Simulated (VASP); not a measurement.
TiO2:

```
Ti O
1.0
     4.54535    0.00000    0.00000
     0.00000    5.51962    0.00000
     0.00000    0.00000    4.90920
Ti O
4 8
Direct
  0.00000 0.17299 0.75000
  0.50000 0.32701 0.25000
  0.00000 0.82701 0.25000
  0.50000 0.67299 0.75000
  0.27145 0.38172 0.91865
  0.77145 0.11828 0.08135
  0.22855 0.11828 0.41865
  0.72855 0.38172 0.58135
  0.27145 0.61828 0.41865
  0.77145 0.88172 0.58135
  0.22855 0.88172 0.91865
  0.72855 0.61828 0.08135
```

Base run:

| Quantity | Value |
| --- | --- |
| Program | VASP 6.6.1 |
| Functional | PBE |
| Potentials or basis | VASP PAW PBE potentials, release 64 (Ti_sv, O) |
| Cutoff | 520 eV |
| k mesh | 6 × 5 × 6 |
| Occupations | fermi-dirac, width 0.05 eV |
| Spin | no spin polarisation |
| Hubbard terms | Ti d U = 1.0 eV |

Its results: band gap on the k mesh 2.71 eV (least direct gap 2.77 eV); pressure 6.7 GPa; largest force 0.084 eV/Å.

The run is repeated on the same cell with these changes: hubbard terms from Ti d U = 1.0 eV to Ti d U = 4.0 eV. What comes out?

Band gap on the k mesh 3.08 eV (least direct gap 3.16 eV); pressure 12.6 GPa; largest force 0.525 eV/Å.

Caveats: the cell stands under pressure; an odd mesh through Γ misses points on the zone boundary, where band edges can lie.
